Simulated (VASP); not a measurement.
# Ta (Pm-3m) in VASP: further runs, part 2 of 2

VASP 6.6.1. Earlier steps stand in the parts before.

## Step 3: Single point, LDA (volume scaled by 1.08)

INCAR

```
SYSTEM = Ta
  PREC = Accurate
  ENCUT = 520
  EDIFF = 1E-6
  ISMEAR = -1
  SIGMA = 0.1
  LREAL = .False.
  LASPH = .True.
  NELM = 60
  ALGO = Normal
  ISIF = 2
  LWAVE = .False.
  LCHARG = .False.
  NBANDS = 12
```

KPOINTS

```
regular mesh
0
Gamma
  13 13 13
  0 0 0
```

POSCAR

```
Ta
1.0
    2.7534950715      0.0000000000      0.0000000000
    0.0000000000      2.7534950715      0.0000000000
    0.0000000000      0.0000000000      2.7534950715
Ta
1
Direct
    0.0000000000      0.0000000000      0.0000000000
```

Potentials or basis: VASP PAW LDA potentials, release 64 (Ta_pv).

Started as:

```bash
$ cat potpaw_LDA.64/Ta_pv/POTCAR > POTCAR
$ mpirun -np 1 vasp_std > vasp.out
```

Run time: 16 s. Hardware: 1 thread of Intel Xeon 8259CL, shared host; peak memory 0.13 GiB.

The run converged. Its results:

```
Free energy : -11.6669 eV
Pressure    : -10.5 GPa
```

Levels at points of the mesh, in eV from the Fermi level:
| k point | band 2 | band 3 | band 4 | band 5 | band 6 | band 7 | band 8 | band 9 | band 10 | band 11 |
| --- | --- | --- | --- | --- | --- | --- | --- | --- | --- | --- |
| (0.00, 0.00, 0.00) | -33.30 | -33.30 | -7.15 | -2.57 | -2.57 | 5.93 | 5.93 | 5.93 | 13.30 | 14.38 |

Caveat: the cell differs from its parent crystal (volume scaled by 1.08); spin-orbit coupling is left out, which moves the levels of the heavy elements.

## Step 4: Single point, LDA (volume scaled by 1.12)

INCAR

```
SYSTEM = Ta
PREC = Accurate ; ENCUT = 520
EDIFF = 1E-7 ; ISMEAR = -1
SIGMA = 0.1 ; LREAL = .False.
LASPH = .True. ; NELM = 60
ALGO = Normal ; ISIF = 2
LWAVE = .False. ; LCHARG = .False.
GGA = CA ; NBANDS = 12
```

KPOINTS is that of step 3.

POSCAR

```
Ta
1.0
    2.7870775894      0.0000000000      0.0000000000
    0.0000000000      2.7870775894      0.0000000000
    0.0000000000      0.0000000000      2.7870775894
Ta
1
Direct
    0.0000000000      0.0000000000      0.0000000000
```

Started as:

```bash
$ cat potpaw_LDA.64/Ta_pv/POTCAR > POTCAR
$ mpirun -np 1 vasp_std > vasp.out
```

It took 18 s on 1 thread of Intel Xeon 8259CL, shared host; peak memory 0.14 GiB.

The run converged. Its results:

```yaml
Free_energy: -11.6061 eV
Pressure: -14.6 GPa
```

Levels at points of the mesh, in eV from the Fermi level:
| k point | band 3 | band 4 | band 5 | band 6 | band 7 | band 8 | band 9 | band 10 |
| --- | --- | --- | --- | --- | --- | --- | --- | --- |
| (0.00, 0.00, 0.00) | -33.42 | -7.02 | -2.45 | -2.45 | 5.67 | 5.67 | 5.67 | 13.20 |

Caveat: the cell differs from its parent crystal (volume scaled by 1.12); spin-orbit coupling is left out, which moves the levels of the heavy elements.

## Step 5: Single point, LDA

This run uses another cell than the first one, of 19.33 Å³/atom, 0.962 times its volume.

INCAR

```
  PREC = Accurate
  ENCUT = 520
  EDIFF = 1E-6
  ISMEAR = -1
  SIGMA = 0.1
  LREAL = False
  LASPH = True
  NELM = 100
  ALGO = Normal
  ISIF = 2
  LWAVE = False
  LCHARG = False
  NBANDS = 12
```

KPOINTS

```
regular mesh
0
Gamma
  19 19 19
```

POSCAR

```
Ta
1.0
    2.6837561437      0.0000000000      0.0000000000
    0.0000000000      2.6837561437      0.0000000000
    0.0000000000      0.0000000000      2.6837561437
Ta
1
Direct
    0.0000000000      0.0000000000      0.0000000000
```

Potentials or basis: VASP PAW LDA potentials, release 64 (Ta_pv).

Started as:

```bash
$ cat potpaw_LDA.64/Ta_pv/POTCAR > POTCAR
$ mpirun -np 1 vasp_std > vasp.out
```

OUTCAR:

```text
PREC = Accurate
   ENCUT = 520
   EDIFF = 1E-6
   ISMEAR = -1
   LREAL = False
   LASPH = True
   NELM = 100
   ISIF = 2

 ion  position               nearest neighbor table
   1  0.000  0.000  0.000-

  LATTYP: Found a simple cubic cell.
 ALAT       =     2.6837561437

  Lattice vectors:

 A1 = (   2.6837561437,   0.0000000000,   0.0000000000)
 A2 = (   0.0000000000,   2.6837561437,   0.0000000000)
 A3 = (   0.0000000000,   0.0000000000,   2.6837561437)

Analysis of symmetry for initial positions (statically):
=====================================================================
 Subroutine PRICEL returns:
 Original cell was already a primitive cell.

 Routine SETGRP: Setting up the symmetry group for a
 simple cubic supercell.

 Subroutine GETGRP returns: Found 48 space group operations
 (whereof 48 operations were pure point group operations)
 out of a pool of 48 trial point group operations.

The static configuration has the point symmetry O_h .

Analysis of symmetry for dynamics (positions and initial velocities):
=====================================================================
 Subroutine PRICEL returns:
 Original cell was already a primitive cell.

[... 157 lines left out ...]
 fundamental gap:      0.0125651851
 Fermi energy:         4.8567239916

 k-point     1 :       0.0000    0.0000    0.0000
  band No.  band energies     occupation
      1     -28.1874      2.00000
      2     -28.1874      2.00000
      3     -28.1874      2.00000
      4      -2.5653      2.00000
      5       2.0065      2.00000
      6       2.0065      2.00000
      7      11.3807      0.00000
      8      11.3807      0.00000
      9      11.3807      0.00000
     10      18.3872      0.00000
     11      20.0147      0.00000
     12      20.0147      0.00000
[... 331 lines left out ...]
 k-point    24 :       0.3158    0.1053    0.0000
  band No.  band energies     occupation
      1     -29.2145      2.00000
      2     -28.2540      2.00000
      3     -28.0799      2.00000
      4       0.1281      2.00000
      5       3.0065      2.00000
      6       4.5753      1.88685
      7       7.8255      0.00000
      8       8.2960      0.00000
      9      11.1391      0.00000
     10      15.3007      0.00000
     11      18.3923      0.00000
     12      21.3105      0.00000

 [... further k-points ...]
[... 5 lines left out ...]
  --------------------------------------------------------------------------------------
  -------------------------------------------------------------------------------------
  Total        0.1070659      0.1070659      0.1070659     -0.0000000     -0.0000000      0.0000000
  in kB        8.8742677      8.8742677      8.8742677     -0.0000000     -0.0000000      0.0000000
  external PRESSURE =       8.8742677 kB  Pullay stress =       0.0000000 kB

 VOLUME and BASIS-vectors are now :
 -----------------------------------------------------------------------------
  energy-cutoff  :      520.00
  volume of cell :       19.33
      direct lattice vectors                 reciprocal lattice vectors
     2.683756144  0.000000000  0.000000000     0.372612095  0.000000000  0.000000000
     0.000000000  2.683756144  0.000000000     0.000000000  0.372612095  0.000000000
     0.000000000  0.000000000  2.683756144     0.000000000  0.000000000  0.372612095

 POSITION                                       TOTAL-FORCE (eV/Angst)
 -----------------------------------------------------------------------------------
      0.00000      0.00000      0.00000         0.000000      0.000000      0.000000
 -----------------------------------------------------------------------------------
    total drift:                               -0.000000      0.000000      0.000000

  FREE ENERGIE OF THE ION-ELECTRON SYSTEM (eV)
  ---------------------------------------------------
  free  energy   TOTEN  =       -11.7094586557 eV

  energy  without entropy=      -11.6703548774  energy(sigma->0) =      -11.68990677
```

It took 36 s on 1 thread of Intel Xeon 8259CL, shared host; peak memory 0.16 GiB.

What came out:

```yaml
Free_energy: -11.7095 eV
Pressure: 0.9 GPa
```

Caveat: spin-orbit coupling is left out, which moves the levels of the heavy elements.

## Step 6: Relaxation of cell and atoms, LDA

This run uses another cell than the first one, of 19.51 Å³/atom, 0.970 times its volume.

INCAR

```
SYSTEM = Ta
ALGO = Normal ; EDIFF = 1E-6
EDIFFG = -0.01 ; ENCUT = 600
GGA = CA ; IBRION = 2
ISIF = 3 ; ISMEAR = -1
LASPH = .True. ; LCHARG = .False.
LREAL = .False. ; LWAVE = .False.
NELM = 100 ; NSW = 80
PREC = Accurate ; SIGMA = 0.1
```

KPOINTS

```
k-points
0
Gamma
  12 12 12
  0 0 0
```

POSCAR

```
Ta
1.0
    2.6919965271      0.0000000000      0.0000000000
    0.0000000000      2.6919965271      0.0000000000
    0.0000000000      0.0000000000      2.6919965271
Ta
1
Direct
    0.0000000000      0.0000000000      0.0000000000
```

Potentials or basis: VASP PAW LDA potentials, release 64 (Ta_pv).

Started as:

```bash
$ cat potpaw_LDA.64/Ta_pv/POTCAR > POTCAR
$ mpirun -np 1 vasp_std > vasp.out
```

Wall time 28 s (1 thread of Intel Xeon 8259CL, shared host); peak memory 0.15 GiB.

It converged, with:

```yaml
Free_energy: -11.7320 eV
Relaxed_volume: 19.40 Å³/atom
Relaxed_cell: a = 2.687 Å, b = 2.687 Å, c = 2.687 Å, α = 90.00°, β = 90.00°, γ = 90.00°
Space_group_after_relaxing_to_0.05_Å: Pm-3m (No. 221)
Energy_gained_by_relaxing: 0.3 meV/atom
Ionic_steps: 3
Pressure_after_relaxing: 0.0 GPa
```

The path:
| step | energy change (eV) | largest force (eV/Å) | pressure (GPa) | volume (Å³) |
| --- | --- | --- | --- | --- |
| 1 | 0.0000 | 0.0000 | -0.83 | 19.51 |
| 2 | 0.0005 | 0.0000 | 1.56 | 19.23 |
| 3 | -0.0003 | 0.0000 | 0.00 | 19.40 |

Final structure:
```xyz
1
Lattice="2.6870 0.0000 0.0000 0.0000 2.6870 0.0000 0.0000 0.0000 2.6870" Properties=species:S:1:pos:R:3 pbc="T T T"
Ta    0.0000    0.0000    0.0000
```

Levels at points of the mesh, in eV from the Fermi level:
```csv
k point,band 3,band 4,band 5,band 6,band 7,band 8,band 9
"(0.00, 0.00, 0.00)",-33.03,-7.39,-2.81,-2.81,6.52,6.52,6.52
"(0.50, 0.00, 0.00)",-32.90,-3.81,-1.78,0.23,2.46,2.46,6.96
"(0.50, 0.50, 0.00)",-32.77,-4.30,-1.43,3.30,3.30,5.61,5.61
"(0.50, 0.50, 0.50)",-34.08,-2.57,-2.57,-2.57,7.71,9.66,9.66
```

Caveat: spin-orbit coupling is left out, which moves the levels of the heavy elements.

## Step 7: Overview

| task | cell | k mesh | cutoff (eV) | gap on the mesh (eV) | pressure (GPa) |
| --- | --- | --- | --- | --- | --- |
| single point | a = 2.719 Å, 1 atom | 13 × 13 × 13 | 520 | none | -5.6 |
| single point | a = 2.753 Å, 1 atom | 13 × 13 × 13 | 520 | none | -10.5 |
| single point | a = 2.787 Å, 1 atom | 13 × 13 × 13 | 520 | none | -14.6 |
| single point | a = 2.684 Å, 1 atom | 19 × 19 × 19 | 520 | none | 0.9 |
| relaxation of cell and atoms | relaxed from a = 2.692 Å, 1 atom | 12 × 12 × 12 | 600 | none | 0.0 |

Alike in all rows: level LDA; potentials or basis VASP PAW LDA potentials, release 64 (Ta_pv); no spin polarisation; smearing fermi-dirac 0.1 eV.

Caveats: spin-orbit coupling is left out, which moves the levels of the heavy elements.

Absolute energies hang on the potentials; compare differences alone.
